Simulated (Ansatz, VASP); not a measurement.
Na2Te2H in VASP and in Ansatz

```xyz
10
Lattice="5.1079 0.0000 0.0000 0.0000 8.9178 0.0000 0.0000 0.0000 5.7661" Properties=species:S:1:pos:R:3 pbc="T T T"
Na    0.0000    0.0000    1.4095
Na    2.5539    4.4589    4.3566
Na    0.0000    0.0000    4.3566
Na    2.5539    4.4589    1.4095
Te    1.1919    7.1585    0.0000
Te    3.9160    1.7593    0.0000
Te    3.7458    6.2182    0.0000
Te    1.3621    2.6996    0.0000
H     2.5539    0.0000    0.0000
H     0.0000    4.4589    0.0000
```

Alike in both runs: task relaxation of cell and atoms; functional PBE; k mesh 3 × 2 × 3; occupations gaussian, width 0.2 eV; no spin polarisation.

|  | VASP | Ansatz |
| --- | --- | --- |
| version | VASP 6.6.1 | Ansatz 0.2.0 |
| potentials or method | VASP PAW PBE potentials, release 64 (Na_pv, Te, H), cutoff 600 eV | scalar-relativistic, plane waves, PAW |
| valence electrons in the cell | 54 | 102 |

```csv
,VASP,Ansatz,Ansatz less VASP
"gap on the k mesh at the Fermi level, each at its own relaxed structure (eV)",none,none,-
relaxed volume (Å³/atom),42.79,43.74,+0.952
relaxed cell length with the largest relative difference (Å),7.610,7.745,+0.1344
```

A gap of «none» marks a metal or a gap that the smearing closes. VASP's potentials hold 54 valence electrons a cell and Ansatz's 102, so a difference there can come from the potentials and not from the codes.

The k mesh is coarse, so the values compare programs but aren't converged. Neither program's run includes spin-orbit coupling. Noted on VASP's run: the volume moved by over 15 % at a fixed basis, so the end points are rough.
